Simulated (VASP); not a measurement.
Wanted: the native input for a VASP 6.6.1 run.

| Item | Value |
| --- | --- |
| Task | single point |
| Functional | PBEsol |
| Potentials or basis | VASP PAW PBE potentials, release 64 (Hf_pv, O) |
| Cutoff | 520 eV |
| k mesh | 7 × 7 × 4 |
| Occupations | fermi-dirac, width 0.02 eV |
| Spin | no spin polarisation |
| Dipole correction | no |
| Further INCAR settings | ALGO = Normal; EDIFF = 1e-06; NBANDS = 18 |

The structure of HfO2 lies in POSCAR:

```
HfO2
1.0
    3.2193833919      0.0000000000      0.0000000000
   -1.6096916959      2.7880678019      0.0000000000
    0.0000000000      0.0000000000      5.1351949963
Hf O
1 2
Direct
    0.0000000000      0.0000000000      0.0000000000
    0.3333333333      0.6666666667      0.1878881719
    0.6666666667      0.3333333333      0.8121118281
```

These files were run (other wordings do the same):

INCAR

```
SYSTEM = HfO2
PREC = Accurate
ENCUT = 520
EDIFF = 1E-6
ISMEAR = -1
SIGMA = 0.02
LREAL = .False.
LASPH = .True.
NELM = 100
ALGO = Normal
ISIF = 2
LWAVE = .False.
LCHARG = .False.
GGA = PS
NBANDS = 18
```

KPOINTS

```
Automatic mesh
0
Gamma
  7 7 4
  0 0 0
```

Potentials or basis: VASP PAW PBE potentials, release 64 (Hf_pv, O).

The run is started by

```bash
$ cat potpaw_PBE.64/Hf_pv/POTCAR potpaw_PBE.64/O/POTCAR > POTCAR
$ mpirun -np 1 vasp_std > vasp.out
```

It gave:

```
Pressure               : -2.1 GPa
Largest force          : 0.194 eV/Å
Band gap on the k mesh : 4.76 eV, indirect (least direct gap 5.01 eV)
```

Caveat: the PAW data sets were made with another functional, which shifts forces and pressure a little; spin-orbit coupling is left out, which moves the levels of the heavy elements.

It took 29 s on 1 thread of Intel Xeon 8259CL (shared host), peak memory 0.17 GiB.
